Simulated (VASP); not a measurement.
# HfC in VASP: notebook, part 2 of 2

VASP 6.6.1. The steps go on from the part before.

## (3) Single point, PBE (atoms taken out)

The input, INCAR:

```
ALGO = Normal
EDIFF = 1E-6
ENCUT = 520
GGA = PE
ISIF = 2
ISMEAR = 0
LASPH = T
LCHARG = F
LREAL = F
LWAVE = F
NBANDS = 22
NELM = 60
PREC = Accurate
SIGMA = 0.1
```

The input, KPOINTS:

```
k-points
0
Gamma
  4 4 4
```

The input, POSCAR:

```
HfC
1.0
    3.2631663428     -3.1939353337      0.0000000000
    3.2631663428      3.1939353337      0.0000000000
    0.0000000000      0.0000000000      3.1751327863
Hf C
2 2
Direct
    0.5000000000      0.5000000000      0.0000000000
    0.0000000000      0.0000000000      0.0000000000
    0.7500000000      0.2500000000      0.5000241916
    0.2500000000      0.7500000000      0.4999758084
```

Potentials or basis: VASP PAW PBE potentials, release 64 (Hf_pv, C).

Run with:

```sh
$ cat potpaw_PBE.64/Hf_pv/POTCAR potpaw_PBE.64/C/POTCAR > POTCAR
$ mpirun -np 1 vasp_std > vasp.out
```

Run time: 30 s. Hardware: 1 thread of Intel Xeon Platinum 8259CL at 2.50GHz (Skylake/Cascade Lake), shared host; peak memory 0.19 GiB.

Results (log left out):

* Free energy: -36.6662 eV
* Pressure: -0.1 GPa
* Band gap on the k mesh: zero (bands 14 and 15 overlap by 1.31 eV)

Stress tensor (GPa, compression positive):
```
-0.07  0.00  0.00
 0.00 -0.19  0.00
 0.00  0.00 -0.15
```

Levels at points of the mesh, in eV from the Fermi level:
```
           k point  band 12  band 13  band 14  band 15  band 16  band 17
(0.00, 0.00, 0.00)    -2.07    -0.68     0.77     0.81     0.89     2.77
(0.50, 0.00, 0.00)    -2.41    -1.28    -1.28     0.93     0.93     2.70
(0.50, 0.50, 0.00)    -0.98    -0.57    -0.10     1.14     1.17     2.78
(0.00, 0.00, 0.50)    -0.86    -0.55    -0.55    -0.54    -0.50    -0.49
(0.50, 0.00, 0.50)    -2.18    -1.19    -1.19     0.77     0.77     2.64
(0.50, 0.50, 0.50)    -1.44    -1.40    -0.41     1.71     2.82     2.91
```

Caveat: the k points lie up to 0.49 Å⁻¹ apart, too coarse for converged energies and pressures of a metal; the cell differs from its parent crystal (atoms taken out); spin-orbit coupling is left out, which moves the levels of the heavy elements.

## (4) Relaxation of cell and atoms, PBE (atoms taken out)

The input, INCAR:

```
SYSTEM = HfC
PREC = Accurate
ENCUT = 600
EDIFF = 1E-7
ISMEAR = 0
SIGMA = 0.1
LREAL = .FALSE.
LASPH = .TRUE.
NELM = 80
ALGO = Normal
ISIF = 3
LWAVE = .FALSE.
LCHARG = .FALSE.
GGA = PE
IBRION = 2
NSW = 90
EDIFFG = -0.04
```

The input, KPOINTS:

```
regular mesh
0
G
  6 6 6
  0 0 0
```

The input, POSCAR:

```
HfC
1.0
    3.1845340600      0.0000000000      0.0000000000
    0.0000000000      3.1845340600      0.0000000000
    0.0000000000      0.0000000000      3.2631663428
Hf C
1 1
Direct
    0.0000000000      0.0000000000      0.0000000000
    0.5000000000      0.5000000000      0.0000000000
```

Potentials or basis: VASP PAW PBE potentials, release 64 (Hf_pv, C).

Run with:

```sh
$ cat potpaw_PBE.64/Hf_pv/POTCAR potpaw_PBE.64/C/POTCAR > POTCAR
$ mpirun -np 1 vasp_std > vasp.out
```

OUTCAR:

```text
SYSTEM = HfC
   PREC = Accurate
   ENCUT = 600
   EDIFF = 1E-7
   ISMEAR = 0
   LREAL = .FALSE.
   LASPH = .TRUE.
   NELM = 80
   ISIF = 3
   GGA = PE
   IBRION = 2
   NSW = 90
   EDIFFG = -0.04

 ion  position               nearest neighbor table
   1  0.000  0.000  0.000-   2 2.25   2 2.25   2 2.25   2 2.25
   2  0.500  0.500  0.000-   1 2.25   1 2.25   1 2.25   1 2.25

  LATTYP: Found a simple tetragonal cell.
 ALAT       =     3.1845340600
 C/A-ratio  =     1.0246919271

  Lattice vectors:

 A1 = (   3.1845340600,   0.0000000000,   0.0000000000)
 A2 = (   0.0000000000,   3.1845340600,   0.0000000000)
 A3 = (   0.0000000000,   0.0000000000,   3.2631663428)

Analysis of symmetry for initial positions (statically):
=====================================================================
 Subroutine PRICEL returns:
 Original cell was already a primitive cell.

 Routine SETGRP: Setting up the symmetry group for a
 simple tetragonal supercell.

[... 176 lines left out ...]
  band No.  band energies     occupation
      1     -26.5010      2.00000
      2     -25.9996      2.00000
      3     -25.9996      2.00000
      4      -7.4301      2.00000
      5       1.6615      2.00000
      6       3.1158      2.00000
      7       4.6395      0.00000
      8       4.6395      0.00000
      9       4.7285      0.00000
     10       8.3983      0.00000
     11       8.7586      0.00000
[... 309 lines left out ...]
 k-point    24 :       0.5000    0.0000    0.3333
  band No.  band energies     occupation
      1     -26.6983      2.00000
      2     -26.4530      2.00000
      3     -25.9154      2.00000
      4      -4.1995      2.00000
      5      -0.9025      2.00000
      6       0.5869      2.00000
      7       1.3643      2.00000
      8       5.1818      0.00000
      9       7.6236      0.00000
     10       9.3246      0.00000
     11       9.8947      0.00000

 [... further k-points ...]

------------------------ aborting loop because EDIFF is reached ----------------------------------------

  FORCE on cell =-STRESS in cart. coord.  units (eV):
  Direction    XX          YY          ZZ          XY          YZ          ZX
  --------------------------------------------------------------------------------------
  -------------------------------------------------------------------------------------
  Total        0.0247574      0.0247574      0.0769268      0.0000000      0.0000000      0.0000000
  in kB        1.1986303      1.1986303      3.7244069      0.0000000      0.0000000      0.0000000
  external PRESSURE =       2.0405558 kB  Pullay stress =       0.0000000 kB

 VOLUME and BASIS-vectors are now :
 -----------------------------------------------------------------------------
  energy-cutoff  :      600.00
  volume of cell :       33.09
      direct lattice vectors                 reciprocal lattice vectors
     3.184534060  0.000000000  0.000000000     0.314017681  0.000000000  0.000000000
     0.000000000  3.184534060  0.000000000     0.000000000  0.314017681  0.000000000
     0.000000000  0.000000000  3.263166343     0.000000000  0.000000000  0.306450820

 POSITION                                       TOTAL-FORCE (eV/Angst)
 -----------------------------------------------------------------------------------
      0.00000      0.00000      0.00000         0.000000      0.000000      0.000000
      1.59227      1.59227      0.00000         0.000000      0.000000      0.000000
 -----------------------------------------------------------------------------------
    total drift:                               -0.000000      0.000000     -0.000000

  FREE ENERGIE OF THE ION-ELECTRON SYSTEM (eV)
  ---------------------------------------------------
  free  energy   TOTEN  =       -18.3052142011 eV

  energy  without entropy=      -18.2974137631  energy(sigma->0) =      -18.30131398

 reached required accuracy - stopping structural energy minimisation
```

OSZICAR:

```text
N       E                     dE             d eps       ncg     rms          rms(c)
DAV:   1     0.334887388414E+02    0.33489E+02   -0.84358E+03   880   0.132E+03
DAV:   2    -0.197990097966E+02   -0.53288E+02   -0.49360E+02  1173   0.225E+02
DAV:   3    -0.224712253050E+02   -0.26722E+01   -0.26285E+01  1102   0.394E+01
DAV:   4    -0.225068761008E+02   -0.35651E-01   -0.35610E-01  1043   0.503E+00
DAV:   5    -0.225075587750E+02   -0.68267E-03   -0.68254E-03  1150   0.621E-01    0.538E+01
DAV:   6    -0.189179899241E+02    0.35896E+01   -0.37812E+01   995   0.271E+01    0.393E+01
DAV:   7    -0.183743011952E+02    0.54369E+00   -0.28792E+00   986   0.967E+00    0.283E+01
DAV:   8    -0.183358737705E+02    0.38427E-01   -0.37390E-01   961   0.478E+00    0.123E+01
DAV:   9    -0.183059843386E+02    0.29889E-01   -0.47890E-02  1016   0.160E+00    0.681E-01
DAV:  10    -0.183052828119E+02    0.70153E-03   -0.36461E-03  1203   0.404E-01    0.703E-01
DAV:  11    -0.183052263475E+02    0.56464E-04   -0.27784E-04  1061   0.121E-01    0.228E-01
DAV:  12    -0.183052142917E+02    0.12056E-04   -0.48464E-05  1018   0.479E-02    0.787E-02
DAV:  13    -0.183052149177E+02   -0.62596E-06   -0.13810E-05  1066   0.235E-02    0.332E-02
DAV:  14    -0.183052143257E+02    0.59195E-06   -0.11295E-06  1051   0.707E-03    0.104E-02
DAV:  15    -0.183052142007E+02    0.12500E-06   -0.11057E-07   657   0.293E-03    0.606E-04
DAV:  16    -0.183052142011E+02   -0.33970E-09   -0.23013E-08   548   0.123E-03
   1 F= -.18305214E+02 E0= -.18301314E+02  d E =-.183052E+02
```

CONTCAR:

```text
HfC
   1.00000000000000
     3.1845340599999998    0.0000000000000000    0.0000000000000000
     0.0000000000000000    3.1845340599999998    0.0000000000000000
     0.0000000000000000    0.0000000000000000    3.2631663428000000
  Hf              C
     1     1
Direct
     0.0000000000000000    0.0000000000000000    0.0000000000000000
     0.5000000000000000    0.5000000000000000    0.0000000000000000

  0.00000000E+00  0.00000000E+00  0.00000000E+00
  0.00000000E+00  0.00000000E+00  0.00000000E+00
```

It took 21 s on 1 thread of Intel Xeon Platinum 8259CL at 2.50GHz (Skylake/Cascade Lake), shared host; peak memory 0.17 GiB.

Results:

```yaml
Free_energy: -18.3052 eV
Pressure_after_relaxing: 0.2 GPa
Band_gap_on_the_k_mesh: zero (bands 7 and 8 overlap by 1.76 eV)
```

Final structure:
```
Hf C
1.0
     3.18453    0.00000    0.00000
     0.00000    3.18453    0.00000
     0.00000    0.00000    3.26317
Hf C
1 1
Direct
  0.00000 0.00000 0.00000
  0.50000 0.50000 0.00000
```

Caveat: the cell differs from its parent crystal (atoms taken out); spin-orbit coupling is left out, which moves the levels of the heavy elements.

## (5) Overview

```tsv
task	cell	k mesh	cutoff (eV)	gap on the mesh (eV)	pressure (GPa)
single point	a = 3.147, b = 3.147, c = 3.921 Å, 2 atoms, atomic positions A	6 × 6 × 6	520	none	-0.1
single point	a = 4.566, b = 4.566, c = 3.175 Å, angles 90.0, 90.0, 88.8°, 4 atoms, atomic positions B	4 × 4 × 4	520	none	-0.1
relaxation of cell and atoms	relaxed from a = 3.185, b = 3.185, c = 3.263 Å, 2 atoms, atomic positions A	6 × 6 × 6	600	none	0.2
```

Alike in all rows: level PBE; potentials or basis VASP PAW PBE potentials, release 64 (Hf_pv, C); no spin polarisation; smearing gaussian 0.1 eV.

Caveats: some runs use coarse meshes; spin-orbit coupling is left out, which moves the levels of the heavy elements.

Total energies depend on the potentials used, so only differences within one code and one set of settings carry meaning.
